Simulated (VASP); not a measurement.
# HfMoC2 (P4/mmm) in VASP: a series of runs, part 3 of 3

VASP 6.6.1. Earlier steps stand in the parts before.

## 4. Single point, PBEsol+U

This run uses another cell than the first one, of 11.14 Å³/atom.

INCAR reads:

```
SYSTEM = HfMoC2
PREC = Accurate
ENCUT = 520
EDIFF = 1E-7
ISMEAR = -1
SIGMA = 0.05
LREAL = .FALSE.
LASPH = .TRUE.
NELM = 150
ALGO = Normal
ISIF = 2
LWAVE = .FALSE.
LCHARG = .FALSE.
LMAXMIX = 4
LDAU = .TRUE.
LDAUTYPE = 2
LDAUL = 2 2 -1
LDAUU = 2 2 0
LDAUJ = 0 0 0
LDAUPRINT = 1
GGA = PS
NBANDS = 24
```

KPOINTS reads:

```
Automatic mesh
0
G
  8 8 6
  0 0 0
```

POSCAR reads:

```
HfMoC2
1.0
    3.1733720232      0.0000000000      0.0000000000
    0.0000000000      3.1733720232      0.0000000000
    0.0000000000      0.0000000000      4.4235489671
Hf Mo C
1 1 2
Direct
    0.0000000000      0.0000000000      0.0000000000
    0.5000000000      0.5000000000      0.5000000000
    0.5000000000      0.5000000000      0.0000000000
    0.0000000000      0.0000000000      0.5000000000
```

Potentials or basis: VASP PAW PBE potentials, release 64 (Hf_pv, Mo_sv, C).

Started as:

```console
> cat potpaw_PBE.64/Hf_pv/POTCAR potpaw_PBE.64/Mo_sv/POTCAR potpaw_PBE.64/C/POTCAR > POTCAR
> mpirun -np 1 vasp_std > vasp.out
```

OUTCAR:

```text
SYSTEM = HfMoC2
   PREC = Accurate
   ENCUT = 520
   EDIFF = 1E-7
   ISMEAR = -1
   LREAL = .FALSE.
   LASPH = .TRUE.
   NELM = 150
   ISIF = 2
   GGA = PS

 ion  position               nearest neighbor table
   1  0.000  0.000  0.000-   4 2.21   4 2.21   3 2.24   3 2.24   3 2.24   3 2.24   2 3.15   2 3.15
                             2 3.15   2 3.15   2 3.15   2 3.15   2 3.15   2 3.15
   2  0.500  0.500  0.500-   3 2.21   3 2.21   4 2.24   4 2.24   4 2.24   4 2.24   1 3.15   1 3.15
                             1 3.15   1 3.15   1 3.15   1 3.15   1 3.15   1 3.15
   3  0.500  0.500  0.000-   2 2.21   2 2.21   1 2.24   1 2.24   1 2.24   1 2.24
   4  0.000  0.000  0.500-   1 2.21   1 2.21   2 2.24   2 2.24   2 2.24   2 2.24

  LATTYP: Found a simple tetragonal cell.
 ALAT       =     3.1733720232
 C/A-ratio  =     1.3939585194

  Lattice vectors:

 A1 = (   3.1733720232,   0.0000000000,   0.0000000000)
 A2 = (   0.0000000000,   3.1733720232,   0.0000000000)
 A3 = (   0.0000000000,   0.0000000000,   4.4235489671)

Analysis of symmetry for initial positions (statically):
=====================================================================
 Subroutine PRICEL returns:
 Original cell was already a primitive cell.

 Routine SETGRP: Setting up the symmetry group for a
 simple tetragonal supercell.

 Subroutine GETGRP returns: Found 16 space group operations
 (whereof 16 operations were pure point group operations)
 out of a pool of 16 trial point group operations.

The static configuration has the point symmetry D_4h.

Analysis of symmetry for dynamics (positions and initial velocities):
=====================================================================
 Subroutine PRICEL returns:
[... 214 lines left out ...]
  o =  0.3946  v =  0.0000  0.0000  0.0000  0.0000  0.0000  1.0000  0.0000  0.0000  0.0000  0.0000      0.0000  0.0000  0.0000  0.0000  0.0000  0.0000  0.0000  0.0000  0.0000  0.0000
  o =  0.3946  v =  1.0000  0.0000  0.0000  0.0000  0.0000  0.0000  0.0000  0.0000  0.0000  0.0000      0.0000  0.0000  0.0000  0.0000  0.0000  0.0000  0.0000  0.0000  0.0000  0.0000
  o =  0.4036  v =  0.0000 -0.9861  0.0000  0.1663 -0.0000  0.0000  0.0000  0.0000  0.0000  0.0000      0.0000  0.0000  0.0000  0.0000  0.0000  0.0000  0.0000  0.0000  0.0000  0.0000
  o =  0.4036  v =  0.0000  0.0000  0.0000  0.0000  0.0000  0.0000 -0.9861  0.0000  0.1663 -0.0000      0.0000  0.0000  0.0000  0.0000  0.0000  0.0000  0.0000  0.0000  0.0000  0.0000
  o =  0.4036  v =  0.0000  0.0000  0.0000  0.0000  0.0000  0.0000 -0.1663 -0.0000 -0.9861 -0.0000      0.0000  0.0000  0.0000  0.0000  0.0000  0.0000  0.0000  0.0000  0.0000  0.0000
  o =  0.4036  v =  0.0000 -0.1663 -0.0000 -0.9861 -0.0000  0.0000  0.0000  0.0000  0.0000  0.0000      0.0000  0.0000  0.0000  0.0000  0.0000  0.0000  0.0000  0.0000  0.0000  0.0000

 number of electron      32.0000000 magnetization

 Free energy of the ion-electron system (eV)
  ---------------------------------------------------
  ext. energy  EPLUGINS =         0.00000000
  ---------------------------------------------------
  free energy    TOTEN  =       -39.50614620 eV

  energy without entropy =      -39.49544658  energy(sigma->0) =      -39.50079639

 E-fermi :   9.7856     XC(G=0): -13.1812

 val. band max:        9.7619070029   @ k =   0.0000   0.0000   0.0000
 cond. band min:       9.7944789961   @ k =   0.0000   0.0000   0.0000
 fundamental gap:      0.0325719932
 Fermi energy:         9.7855796725

 k-point     1 :       0.0000    0.0000    0.0000
  band No.  band energies     occupation
      1     -52.3456      2.00000
      2     -26.4395      2.00000
      3     -26.3720      2.00000
      4     -26.3720      2.00000
      5     -20.8900      2.00000
      6     -20.5892      2.00000
[... 637 lines left out ...]
     23      16.1145      0.00000
     24      17.9436      0.00000

 [... further k-points ...]

------------------------ aborting loop because EDIFF is reached ----------------------------------------

  FORCE on cell =-STRESS in cart. coord.  units (eV):
  Direction    XX          YY          ZZ          XY          YZ          ZX
  --------------------------------------------------------------------------------------
  -------------------------------------------------------------------------------------
  Total        1.1004691      1.1004691      1.1056917      0.0000000      0.0000000      0.0000000
  in kB       39.5799829     39.5799829     39.7678237      0.0000000      0.0000000      0.0000000
  external PRESSURE =      39.6425965 kB  Pullay stress =       0.0000000 kB

 VOLUME and BASIS-vectors are now :
 -----------------------------------------------------------------------------
  energy-cutoff  :      520.00
  volume of cell :       44.55
      direct lattice vectors                 reciprocal lattice vectors
     3.173372023  0.000000000  0.000000000     0.315122208  0.000000000  0.000000000
     0.000000000  3.173372023  0.000000000     0.000000000  0.315122208  0.000000000
     0.000000000  0.000000000  4.423548967     0.000000000  0.000000000  0.226062830

 POSITION                                       TOTAL-FORCE (eV/Angst)
 -----------------------------------------------------------------------------------
      0.00000      0.00000      0.00000         0.000000      0.000000      0.000000
      1.58669      1.58669      2.21177         0.000000      0.000000      0.000000
      1.58669      1.58669      0.00000         0.000000      0.000000      0.000000
      0.00000      0.00000      2.21177         0.000000      0.000000      0.000000
 -----------------------------------------------------------------------------------
    total drift:                                0.000000     -0.000000     -0.000000

  FREE ENERGIE OF THE ION-ELECTRON SYSTEM (eV)
  ---------------------------------------------------
  free  energy   TOTEN  =       -39.5061462005 eV

  energy  without entropy=      -39.4954465807  energy(sigma->0) =      -39.50079639
```

It took 79 s on 1 thread of Intel Xeon 8259CL, shared host; peak memory 0.2 GiB.

What came out:

```yaml
Free_energy: -39.5061 eV
Pressure: 4.0 GPa
Band_gap_on_the_k_mesh: zero (bands 16 and 17 overlap by 2.52 eV)
```

Eigenvalues of the final occupation matrices:
| site | spin | trace | eigenvalues |
| --- | --- | --- | --- |
| site 1 d | 1 | 0.93 | 0.13 0.13 0.15 0.25 0.27 |
| site 1 d | 2 | 0.93 | 0.13 0.13 0.15 0.25 0.27 |
| site 2 d | 1 | 1.93 | 0.34 0.39 0.39 0.40 0.40 |
| site 2 d | 2 | 1.93 | 0.34 0.39 0.39 0.40 0.40 |

Caveat: the cell stands under pressure; the PAW data sets were made with another functional, which shifts forces and pressure a little; spin-orbit coupling is left out, which moves the levels of the heavy elements; U without spin polarisation on a metal has little footing; the U is typed as a test and isn't derived for this compound.

## 5. Single point, PBEsol+U

This run uses another cell than the first one, of 11.18 Å³/atom.

INCAR reads:

```
SYSTEM = HfMoC2
ALGO = Normal ; EDIFF = 1E-6
ENCUT = 520 ; GGA = PS
ISIF = 2 ; ISMEAR = -1
LASPH = .TRUE. ; LCHARG = .FALSE.
LDAU = .TRUE. ; LDAUJ = 0 0 0
LDAUL = 2 2 -1 ; LDAUPRINT = 1
LDAUTYPE = 2 ; LDAUU = 3 3 0
LMAXMIX = 4 ; LREAL = .FALSE.
LWAVE = .FALSE. ; NBANDS = 24
NELM = 150 ; PREC = Accurate
SIGMA = 0.05
```

KPOINTS reads:

```
k-points
0
G
  8 8 6
  0 0 0
```

POSCAR reads:

```
HfMoC2
1.0
    3.1771136292      0.0000000000      0.0000000000
    0.0000000000      3.1771136292      0.0000000000
    0.0000000000      0.0000000000      4.4298284447
Hf Mo C
1 1 2
Direct
    0.0000000000      0.0000000000      0.0000000000
    0.5000000000      0.5000000000      0.5000000000
    0.5000000000      0.5000000000      0.0000000000
    0.0000000000      0.0000000000      0.5000000000
```

Started as:

```console
> cat potpaw_PBE.64/Hf_pv/POTCAR potpaw_PBE.64/Mo_sv/POTCAR potpaw_PBE.64/C/POTCAR > POTCAR
> mpirun -np 1 vasp_std > vasp.out
```

Run time: 73 s. Hardware: 1 thread of Intel Xeon 8259CL, shared host; peak memory 0.2 GiB.

It converged, with:

- Free energy: -37.5976 eV
- Pressure: 5.8 GPa
- Band gap on the k mesh: zero (bands 16 and 17 overlap by 2.45 eV)

Levels at points of the mesh, in eV from the Fermi level:
```tsv
k point	band 13	band 14	band 15	band 16	band 17	band 18	band 19	band 20
(0.00, 0.00, 0.00)	-1.42	-1.41	-1.41	-0.42	-0.16	-0.08	-0.08	-0.04
(0.50, 0.00, 0.00)	-4.44	-3.83	-3.77	-0.49	1.10	2.15	3.30	3.62
(0.50, 0.50, 0.00)	-3.97	-1.42	-1.24	-1.24	-1.08	1.20	1.59	2.56
(0.00, 0.00, 0.50)	-2.42	-2.42	-1.85	-1.85	-1.29	-0.30	2.11	2.11
(0.50, 0.00, 0.50)	-5.29	-4.50	-4.34	1.16	1.16	1.78	4.97	5.59
(0.50, 0.50, 0.50)	-4.49	-4.49	-4.42	1.08	1.08	1.60	3.39	3.39
```

Eigenvalues of the final occupation matrices:
| site | spin | trace | eigenvalues |
| --- | --- | --- | --- |
| site 1 d | 1 | 0.91 | 0.13 0.13 0.14 0.24 0.27 |
| site 1 d | 2 | 0.91 | 0.13 0.13 0.14 0.24 0.27 |
| site 2 d | 1 | 1.92 | 0.34 0.38 0.39 0.40 0.40 |
| site 2 d | 2 | 1.92 | 0.34 0.38 0.39 0.40 0.40 |

Caveat: the cell stands under pressure; the PAW data sets were made with another functional, which shifts forces and pressure a little; spin-orbit coupling is left out, which moves the levels of the heavy elements; U without spin polarisation on a metal has little footing; the U is typed as a test and isn't derived for this compound.

## 6. Summary

| level | U | cell | gap on the mesh (eV) | pressure (GPa) |
| --- | --- | --- | --- | --- |
| PBEsol | - | a = 3.166, b = 3.166, c = 4.413 Å, 4 atoms | none | 0.2 |
| PBEsol+U | Hf d U = 1.0 eV, Mo d U = 1.0 eV | a = 3.170, b = 3.170, c = 4.418 Å, 4 atoms | none | 2.1 |
| PBEsol+U | Hf d U = 2.0 eV, Mo d U = 2.0 eV | a = 3.173, b = 3.173, c = 4.424 Å, 4 atoms | none | 4.0 |
| PBEsol+U | Hf d U = 3.0 eV, Mo d U = 3.0 eV | a = 3.177, b = 3.177, c = 4.430 Å, 4 atoms | none | 5.8 |

Alike in all rows: task single point; potentials or basis VASP PAW PBE potentials, release 64 (Hf_pv, Mo_sv, C); no spin polarisation; k mesh 8 × 8 × 6; cutoff (eV) 520; smearing fermi-dirac 0.05 eV.

Caveats: the PAW data sets were made with another functional, which shifts forces and pressure a little; spin-orbit coupling is left out, which moves the levels of the heavy elements; U without spin polarisation on a metal has little footing (at least some runs); the U is typed as a test and isn't derived for this compound (at least some runs); the cell stands under pressure (at least some runs).

Total energies depend on the potentials used, so only differences within one code and one set of settings carry meaning.

The gap in the log of VASP goes by the Fermi energy; the results here count the filled bands.